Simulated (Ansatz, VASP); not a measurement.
**Ir: VASP beside Ansatz**

```
CELL_PARAMETERS angstrom
0.00000 1.91560 1.91560
1.91560 0.00000 1.91560
1.91560 1.91560 0.00000
ATOMIC_POSITIONS crystal
Ir 0.00000 0.00000 0.00000
```

Alike in both runs: task relaxation of cell and atoms; functional PBE; k mesh 12 × 12 × 12; occupations fermi-dirac, width 0.05 eV; no spin polarisation.

```csv
,VASP,Ansatz
version,VASP 6.6.1,Ansatz 0.2.0
potentials or method,"VASP PAW PBE potentials, release 64 (Ir), cutoff 600 eV","all-electron LAPW, scalar-relativistic"
```

```csv
,VASP,Ansatz,Ansatz less VASP
relaxed volume (Å³/atom),14.51,14.48,-0.029
relaxed cell length with the largest relative difference (Å),2.738,2.736,-0.0018
```

Ansatz ran all-electron here, and VASP with PAW potentials.

Spin-orbit coupling is off throughout.
